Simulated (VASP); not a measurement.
Input of a VASP 6.6.1 run:

Contents of INCAR:

```
SYSTEM = AlN
PREC     = Accurate       ! precision mode
ENCUT    = 520            ! plane-wave cutoff, eV
EDIFF    = 1E-6           ! SCF threshold, eV
ISMEAR   = 0              ! smearing method
SIGMA    = 0.05           ! smearing width, eV
LREAL    = .False.        ! projectors in reciprocal space
LASPH    = .True.         ! aspherical terms in the spheres
NELM     = 80             ! most SCF steps
ALGO     = Normal         ! electronic algorithm
ISIF     = 2              ! what is computed and relaxed
LWAVE    = .False.        ! write WAVECAR
LCHARG   = .False.        ! write CHGCAR
GGA      = PS             ! functional
NBANDS   = 11             ! bands
```

Contents of KPOINTS:

```
Automatic mesh
0
Gamma
  10 10 10
  0 0 0
```

Contents of POSCAR:

```
AlN
1.0
    0.0000000000      2.1886566781      2.1886566781
    2.1886566781      0.0000000000      2.1886566781
    2.1886566781      2.1886566781      0.0000000000
Al N
1 1
Direct
    0.0000000000      0.0180266228      0.0000000000
    0.7500000000      0.7152755040      0.7500000000
```

Potentials or basis: VASP PAW PBE potentials, release 64 (Al, N).

The run is started by

```sh
$ cat potpaw_PBE.64/Al/POTCAR potpaw_PBE.64/N/POTCAR > POTCAR
$ mpirun -np 1 vasp_std > vasp.out
```

Question: Estimate the pressure.

Answer: 3.4 GPa.

Question: Estimate the largest force.

Answer: 2.598 eV/Å.

Question: Predict the band gap on the k mesh.

Answer: 2.76 eV, indirect (least direct gap 3.62 eV).

Stress tensor (GPa, compression positive):
```
 2.45 -8.64  3.83
-8.64  5.23 -8.64
 3.83 -8.64  2.45
```

Caveat: the cell differs from its parent crystal (mode 4 frozen in at -0.076 Å and mode 5 at -0.076 Å (largest displacements)); the PAW data sets were made with another functional, which shifts forces and pressure a little. A k mesh can miss the band edges.
